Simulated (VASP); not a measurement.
# Dy5C (Immm) in VASP: further runs

The runs below take Dy5C through single point, with PBE.

Everything below comes from runs of VASP 6.6.1. Logs are shortened: lines on timing, memory, paths and dates and some standing lists are left out, and cuts for length are marked.

## Step 1: The cell of the first run

Symmetry: Immm, No. 71, orthorhombic system. Conventional cell: a = 5.033 Å, b = 8.228 Å, c = 8.274 Å, α = 90.00°, β = 90.00°, γ = 90.00°. Within 3.1 Å of Dy (site symmetry m2m) lie 1 C at 2.38 Å. Within 3.1 Å of Dy (site symmetry mm2) lie 1 C at 2.38 Å. Dy (site symmetry mmm) has 2 C at 2.52 Å within 3.3 Å. C (site symmetry mmm) has 6 Dy at 2.38 to 2.52 Å within 3.1 Å.

## Step 2: Single point, PBE

INCAR

```
PREC = Accurate
ENCUT = 600
EDIFF = 1E-6
ISMEAR = 0
SIGMA = 0.2
LREAL = False
LASPH = True
NELM = 200
ALGO = Normal
ISIF = 2
LWAVE = False
LCHARG = False
GGA = PE
NBANDS = 34
GGA_COMPAT = False
LMAXMIX = 6
```

KPOINTS

```
regular mesh
0
Gamma
  6 6 6
```

POSCAR

```
Dy5C
1.0
   -5.0326172474      0.0000000000      0.0000000000
   -2.5163086237     -4.1137749083      4.1370311640
   -2.5163086237      4.1137749083      4.1370311640
Dy C
5 1
Direct
    0.0000000000      0.2890796313      0.7109203687
    0.0000000000      0.7109203687      0.2890796313
    0.2881973620      0.7118026380      0.7118026380
    0.7118026380      0.2881973620      0.2881973620
    0.5000000000      0.0000000000      0.0000000000
    1.0000000000      0.0000000000      0.0000000000
```

Potentials or basis: VASP PAW PBE potentials, release 64 (Dy_3, C), 4f in core.

Launch:

```sh
$ cat potpaw_PBE.64/Dy_3/POTCAR potpaw_PBE.64/C/POTCAR > POTCAR
$ mpirun -np 1 vasp_std > vasp.out
```

OUTCAR:

```text
PREC = Accurate
   ENCUT = 600
   EDIFF = 1E-6
   ISMEAR = 0
   LREAL = False
   LASPH = True
   NELM = 200
   ISIF = 2
   GGA = PE

 ion  position               nearest neighbor table
   1  0.000  0.289  0.711-   6 2.38   4 3.37   3 3.37   5 3.46   5 3.46   2 3.47   4 3.52   3 3.52
                             3 3.52   4 3.52
   2  0.000  0.711  0.289-   6 2.38   4 3.37   3 3.37   5 3.46   5 3.46   1 3.47   3 3.52   4 3.52
                             3 3.52   4 3.52
   3  0.288  0.712  0.712-   6 2.38   2 3.37   1 3.37   5 3.47   5 3.47   4 3.50   2 3.52   1 3.52
                             1 3.52   2 3.52
   4  0.712  0.288  0.288-   6 2.38   1 3.37   2 3.37   5 3.47   5 3.47   3 3.50   1 3.52   2 3.52
                             1 3.52   2 3.52
   5  0.500  0.000  0.000-   6 2.52   6 2.52   1 3.46   2 3.46   2 3.46   1 3.46   3 3.47   4 3.47
                             4 3.47   3 3.47
   6  0.000  0.000  0.000-   1 2.38   2 2.38   3 2.38   4 2.38   5 2.52   5 2.52

  LATTYP: Found a body centered orthorhombic cell.
 ALAT       =     5.0326172474
 B/A-ratio  =     1.6348451337
 C/A-ratio  =     1.6440873449

  Lattice vectors:

 A1 = (   2.5163086237,   4.1137749083,  -4.1370311640)
 A2 = (  -2.5163086237,  -4.1137749083,  -4.1370311640)
 A3 = (  -2.5163086237,   4.1137749083,   4.1370311640)

Analysis of symmetry for initial positions (statically):
=====================================================================
 Subroutine PRICEL returns:
 Original cell was already a primitive cell.

 Routine SETGRP: Setting up the symmetry group for a
 body centered orthorhombic supercell.

 Subroutine GETGRP returns: Found  8 space group operations
 (whereof  8 operations were pure point group operations)
 out of a pool of  8 trial point group operations.

The static configuration has the point symmetry D_2h.

Analysis of symmetry for dynamics (positions and initial velocities):
=====================================================================
 Subroutine PRICEL returns:
 Original cell was already a primitive cell.

 Routine SETGRP: Setting up the symmetry group for a
 body centered orthorhombic supercell.

 Subroutine GETGRP returns: Found  8 space group operations
 (whereof  8 operations were pure point group operations)
 out of a pool of  8 trial point group operations.

The dynamic configuration has the point symmetry D_2h.

 Subroutine INISYM returns: Found  8 space group operations
 (whereof  8 operations are pure point group operations),
 and found     1 'primitive' translations

----------------------------------------------------------------------------------------

                                     Primitive cell

  volume of cell :     171.2984

  direct lattice vectors                    reciprocal lattice vectors
    -5.032617247  0.000000000  0.000000000    -0.198703766  0.000000000 -0.120859617
    -2.516308624 -4.113774908  4.137031164     0.000000000 -0.121542868  0.120859617
    -2.516308624  4.113774908  4.137031164     0.000000000  0.121542868  0.120859617

  length of vectors
     5.032617247  6.353737478  6.353737478     0.232573071  0.171405121  0.171405121

  position of ions in fractional coordinates (direct lattice)
     0.000000000  0.289079631  0.710920369
     0.000000000  0.710920369  0.289079631
     0.288197362  0.711802638  0.711802638
     0.711802638  0.288197362  0.288197362
     0.500000000  0.000000000  0.000000000
     0.000000000  0.000000000  0.000000000

  ion indices of the primitive-cell ions
   primitive index   ion index
                 1           1
                 2           2
                 3           3
                 4           4
                 5           5
                 6           6

----------------------------------------------------------------------------------------

 KPOINTS: regular mesh

Automatic generation of k-mesh.
 Grid dimensions read from file:
 generate k-points for:    6    6    6

 Generating k-lattice:

  Cartesian coordinates                     Fractional coordinates (reciprocal lattice)
    -0.033117294  0.000000000 -0.020143269     0.166666667  0.000000000  0.000000000
     0.000000000 -0.020257145  0.020143269     0.000000000  0.166666667 -0.000000000
     0.000000000  0.020257145  0.020143269     0.000000000 -0.000000000  0.166666667

  Length of vectors
     0.038762179  0.028567520  0.028567520

  Shift w.r.t. Gamma in fractional coordinates (k-lattice)
     0.000000000  0.000000000  0.000000000

 Subroutine IBZKPT returns following result:
 ===========================================

 Found     46 irreducible k-points:

 Following reciprocal coordinates:
            Coordinates               Weight
  0.000000  0.000000  0.000000      1.000000
  0.166667  0.000000  0.000000      4.000000
  0.333333  0.000000  0.000000      4.000000
  0.500000 -0.000000 -0.000000      2.000000
  0.000000  0.166667  0.000000      4.000000
  0.166667  0.166667  0.000000      4.000000
[... 16 lines left out ...]
  0.500000  0.166667  0.166667      4.000000
 -0.333333  0.166667  0.166667      4.000000
 [... further k-points ...]
   k-points           NKPTS =     46   k-points in BZ     NKDIM =     46   number of bands    NBANDS=     34
   number of dos      NEDOS =    301   number of ions     NIONS =      6
   total plane-waves  NPLWV = 116640
   dimension x,y,z NGX =    40 NGY =   54 NGZ =   54
   dimension x,y,z NGXF=    80 NGYF=  108 NGZF=  108
   ions per type =               5   1
   NGX,Y,Z   is equivalent  to a cutoff of  13.21, 14.13, 14.13 a.u.
   NGXF,Y,Z  is equivalent  to a cutoff of  26.43, 28.26, 28.26 a.u.
 SYSTEM =  unknown system
   PREC   = accura    normal or accurate (medium, high low for compatibility)
   ISTART =      0    job   : 0-new  1-cont  2-samecut
   ICHARG =      2    charge: 1-file 2-atom 10-const
   ISPIN  =      1    spin polarized calculation?
   LNONCOLLINEAR =      F non collinear calculations
   LSORBIT =      F    spin-orbit coupling
   LASPH  =      T    aspherical Exc in radial PAW
   ENCUT  =  600.0 eV  44.10 Ry    6.64 a.u.  10.05 12.69 12.69*2*pi/ulx,y,z
   NELM   =    200;   NELMIN=  2; NELMDL= -5     # of ELM steps
   EDIFF  = 0.1E-05   stopping-criterion for ELM
   LREAL  =      F    real-space projection
   EDIFFG = 0.1E-04   stopping-criterion for IOM
   NSW    =      0    number of steps for IOM
   IBRION =     -1    ionic relax: 0-MD 1-quasi-New 2-CG
   NFREE  =      0    steps in history (QN), initial steepest desc. (CG)
   ISIF   =      2    stress and relaxation
   ISYM   =      2    0-nonsym 1-usesym 2-fastsym
   POTIM  = 0.5000    time-step for ionic-motion
   TEBEG  =    0.0;   TEEND  =   0.0 temperature during run
   PSTRESS=    0.0 pullay stress
   NELECT =      49.0000    total number of electrons
   NUPDOWN=      -1.0000    fix difference up-down
   EMIN   =  10.00;   EMAX   =-10.00  energy-range for DOS
   EFERMI =   0.00;   METHOD = LEGACY
   ISMEAR =     0;   SIGMA  =   0.20  broadening in eV -4-tet -1-fermi 0-gaus
   EFERMI_NEDOS =   21; number of points for ismear=-14 and -15
   IALGO  =     38    algorithm
   IMIX   =      4    mixing-type and parameters
     AMIX     =   0.40;   BMIX     =  1.00
     AMIX_MAG =   1.60;   BMIX_MAG =  1.00
  volume/ion in A,a.u.               =      28.55       192.66
  Fermi-wavevector in a.u.,A,eV,Ry     =   1.078671  2.038393 15.830811  1.163532
  Thomas-Fermi vector in A             =   2.214616
   LORBIT       =      0    0 simple, 1 ext, 2 COOP (PROOUT), +10 PAW based schemes
   GGA     = PE    functional components
   LHFCALC =     F    Hartree Fock is set to
   AEXX    =    0.0000 exact exchange contribution
   IVDW    =     0    specifies the selected vdW correction
   LEPSILON=     F    determine dielectric tensor
   LRPA    =     F    only Hartree local field effects (RPA)
 non-spin polarized calculation
 Gauss-broadening in eV      SIGMA  =   0.20
  energy-cutoff  :      600.00
  volume of cell :      171.30
 maximum number of plane-waves:      5756
   NGX = 21   NGY = 25   NGZ = 25

 number of electron      49.0000000 magnetization

 Free energy of the ion-electron system (eV)
  ---------------------------------------------------
  ext. energy  EPLUGINS =         0.00000000
  ---------------------------------------------------
  free energy    TOTEN  =       -31.81154399 eV

  energy without entropy =      -31.66743048  energy(sigma->0) =      -31.73948723

 E-fermi :   2.8523     XC(G=0):  -9.7121

 val. band max:        2.8362271212   @ k =   0.3333   0.0000   0.0000
 cond. band min:       2.8734365406   @ k =   0.0000   0.1667   0.1667
 fundamental gap:      0.0372094195
 Fermi energy:         2.8523099500

 k-point     1 :       0.0000    0.0000    0.0000
  band No.  band energies     occupation
      1     -20.6743      2.00000
      2     -20.5661      2.00000
      3     -20.5178      2.00000
      4     -20.5162      2.00000
      5     -20.4749      2.00000
      6     -20.4254      2.00000
[... 26 lines left out ...]
     33       5.1713      0.00000
     34       5.1849      0.00000

 k-point     2 :       0.1667    0.0000    0.0000
  band No.  band energies     occupation
      1     -20.7392      2.00000
      2     -20.5502      2.00000
      3     -20.5187      2.00000
      4     -20.4937      2.00000
      5     -20.4495      2.00000
      6     -20.4231      2.00000
[... 26 lines left out ...]
     33       5.2134      0.00000
     34       5.3971      0.00000

 k-point     3 :       0.3333    0.0000    0.0000
  band No.  band energies     occupation
      1     -20.7711      2.00000
      2     -20.5580      2.00000
      3     -20.5502      2.00000
      4     -20.5005      2.00000
      5     -20.4528      2.00000
      6     -20.4279      2.00000
[... 26 lines left out ...]
     33       5.2769      0.00000
     34       5.4828      0.00000
[... 704 lines left out ...]
 k-point    23 :       0.5000    0.1667    0.1667
  band No.  band energies     occupation
      1     -20.8034      2.00000
      2     -20.5693      2.00000
      3     -20.5583      2.00000
      4     -20.4532      2.00000
      5     -20.4446      2.00000
      6     -20.3846      2.00000
[... 26 lines left out ...]
     33       5.3800      0.00000
     34       5.4738      0.00000

 k-point    24 :      -0.3333    0.1667    0.1667
  band No.  band energies     occupation
      1     -20.7130      2.00000
      2     -20.5684      2.00000
      3     -20.5646      2.00000
      4     -20.4741      2.00000
      5     -20.4258      2.00000
      6     -20.4184      2.00000
[... 26 lines left out ...]
     33       5.3087      0.00000
     34       5.3451      0.00000

 [... further k-points ...]

------------------------ aborting loop because EDIFF is reached ----------------------------------------

  FORCE on cell =-STRESS in cart. coord.  units (eV):
  Direction    XX          YY          ZZ          XY          YZ          ZX
  --------------------------------------------------------------------------------------
  -------------------------------------------------------------------------------------
  Total        0.4611857      0.5961680      0.4756361     -0.0000000      0.0000000      0.0000000
  in kB        4.3135340      5.5760422      4.4486906     -0.0000000      0.0000000      0.0000000
  external PRESSURE =       4.7794222 kB  Pullay stress =       0.0000000 kB

 VOLUME and BASIS-vectors are now :
 -----------------------------------------------------------------------------
  energy-cutoff  :      600.00
  volume of cell :      171.30
      direct lattice vectors                 reciprocal lattice vectors
    -5.032617247  0.000000000  0.000000000    -0.198703766  0.000000000 -0.120859617
    -2.516308624 -4.113774908  4.137031164     0.000000000 -0.121542868  0.120859617
    -2.516308624  4.113774908  4.137031164     0.000000000  0.121542868  0.120859617

 POSITION                                       TOTAL-FORCE (eV/Angst)
 -----------------------------------------------------------------------------------
     -2.51631      1.73536      4.13703        -0.000000     -0.040592      0.000000
     -2.51631     -1.73536      4.13703        -0.000000      0.040592      0.000000
     -5.03262      0.00000      5.88950        -0.000000     -0.000000     -0.041271
     -5.03262      0.00000      2.38456         0.000000     -0.000000      0.041271
     -2.51631      0.00000      0.00000         0.000000     -0.000000      0.000000
      0.00000      0.00000      0.00000        -0.000000     -0.000000      0.000000
 -----------------------------------------------------------------------------------
    total drift:                               -0.000000      0.000000      0.000000

  FREE ENERGIE OF THE ION-ELECTRON SYSTEM (eV)
  ---------------------------------------------------
  free  energy   TOTEN  =       -31.8115439883 eV

  energy  without entropy=      -31.6674304782  energy(sigma->0) =      -31.73948723
```

It took 6.2 min on 1 thread of Intel Xeon Platinum 8259CL at 2.50GHz (Skylake/Cascade Lake), shared host; peak memory 0.49 GiB.

Results:

| Property | Result |
| --- | --- |
| Free energy | -31.8115 eV |
| Pressure | 0.5 GPa |
| Largest force | 0.041 eV/Å |
| Band gap on the k mesh | zero (an odd number of electrons rules out a gap without spin polarisation) |

Forces on the atoms (eV/Å):
```
Dy   0.000 -0.041  0.000
Dy   0.000  0.041  0.000
Dy   0.000  0.000 -0.041
Dy   0.000  0.000  0.041
Dy   0.000  0.000  0.000
C    0.000  0.000  0.000
```

Stress tensor (GPa, compression positive):
```
0.43 0.00 0.00
0.00 0.56 0.00
0.00 0.00 0.44
```

Caveat: spin-orbit coupling is left out, which moves the levels of the heavy elements; the 4f electrons are frozen in the core, so they carry no moment and show no levels. Spin polarisation is off, so any magnetic state and its effect on volume and gap are missing.

## Step 3: Single point, PBE

INCAR is that of step 2.

KPOINTS is that of step 2.

POSCAR

```
Dy5C
1.0
   -5.0326169648      0.0000000000      0.0000000000
   -2.5163084824     -4.1137753166      4.1370312502
   -2.5163084824      4.1137753166      4.1370312502
Dy C
5 1
Direct
    0.0000000000      0.2890796199      0.7109203801
    1.0000000000      0.7109203801      0.2890796199
    0.2881973564      0.7118026436      0.7118026436
    0.7118026436      0.2881973564      0.2881973564
    0.5000000000      0.0000000000      0.0000000000
    0.0000000000      0.0000000000      0.0000000000
```

Potentials or basis: VASP PAW PBE potentials, release 64 (Dy_3, C), 4f in core.

Launch:

```sh
$ cat potpaw_PBE.64/Dy_3/POTCAR potpaw_PBE.64/C/POTCAR > POTCAR
$ mpirun -np 1 vasp_std > vasp.out
```

It took 14 min on 1 thread of Intel Xeon Platinum 8375C at 2.90GHz (Ice Lake), shared host; peak memory 0.48 GiB.

It converged, with:

| Quantity | Value |
| --- | --- |
| Free energy | -31.8115 eV |
| Pressure | 0.5 GPa |
| Largest force | 0.041 eV/Å |
| Band gap on the k mesh | zero (an odd number of electrons rules out a gap without spin polarisation) |

Forces on the atoms (eV/Å):
```
Dy   0.000 -0.041  0.000
Dy   0.000  0.041  0.000
Dy   0.000  0.000 -0.041
Dy   0.000  0.000  0.041
Dy   0.000  0.000  0.000
C    0.000  0.000  0.000
```

Stress tensor (GPa, compression positive):
```
0.43 0.00 0.00
0.00 0.56 0.00
0.00 0.00 0.44
```

Levels at points of the mesh, in eV from the Fermi level:
| k point | band 20 | band 21 | band 22 | band 23 | band 24 | band 25 | band 26 | band 27 | band 28 | band 29 |
| --- | --- | --- | --- | --- | --- | --- | --- | --- | --- | --- |
| (0.00, 0.00, 0.00) | -1.41 | -0.35 | -0.28 | -0.28 | -0.20 | -0.04 | 0.12 | 0.13 | 0.22 | 1.88 |
| (0.50, 0.00, 0.00) | -1.66 | -1.06 | -0.93 | -0.62 | 0.04 | 0.31 | 0.63 | 0.70 | 1.33 | 1.48 |
| (0.00, 0.50, 0.00) | -1.48 | -1.22 | -0.79 | -0.71 | -0.67 | -0.18 | 0.35 | 0.65 | 0.67 | 0.92 |
| (0.50, 0.50, 0.00) | -1.66 | -1.05 | -0.94 | -0.62 | 0.03 | 0.33 | 0.62 | 0.69 | 1.32 | 1.49 |
| (0.00, 0.50, 0.50) | -1.91 | -1.63 | -1.34 | -1.32 | -0.08 | 0.34 | 0.36 | 0.68 | 0.84 | 0.85 |

Caveat: spin-orbit coupling is left out, which moves the levels of the heavy elements; the 4f electrons are frozen in the core, so they carry no moment and show no levels.

The gap in the log of VASP goes by the Fermi energy; the results here count the filled bands.